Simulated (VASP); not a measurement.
ZnS, 4 atoms in the cell. It takes space group P6_3mc (No. 186, hexagonal). The conventional cell has a = 3.922 Å, b = 3.922 Å, c = 6.424 Å, α = 90.00°, β = 90.00°, γ = 120.00°. Zn (site symmetry 3m) has 4 S at 2.40 to 2.41 Å within 3.2 Å. Within 3.2 Å of S (site symmetry 3m) lie 4 Zn at 2.40 to 2.41 Å.  This cell differs from its parent crystal: volume scaled by 1.06, then relaxed in part.

```yaml
Program: VASP 6.6.1
Task: single point
Functional: PBE
Potentials_or_basis: VASP PAW PBE potentials, release 64 (Zn, S)
Cutoff: 520 eV
k_mesh: 12 × 12 × 6
Occupations: gaussian, width 0.02 eV
Spin: no spin polarisation
Dipole_correction: no
Further_INCAR_settings: ALGO = Normal; EDIFF = 1e-06; NBANDS = 26
```

Potentials or basis: VASP PAW PBE potentials, release 64 (Zn, S).

Command:

```bash
$ cat potpaw_PBE.64/Zn/POTCAR potpaw_PBE.64/S/POTCAR > POTCAR
$ mpirun -np 1 vasp_std > vasp.out
```

Hardware: 1 thread of Intel(R) Xeon(R) Platinum 8259CL CPU @ 2.50GHz (Skylake/Cascade Lake), on a shared host.

How long does it take, and how much memory?

Wall time 2.5 min on 1 thread of Intel(R) Xeon(R) Platinum 8259CL CPU @ 2.50GHz (Skylake/Cascade Lake), on a shared host, peak memory 0.29 GiB. Counts: scf iterations 14, k points 76.
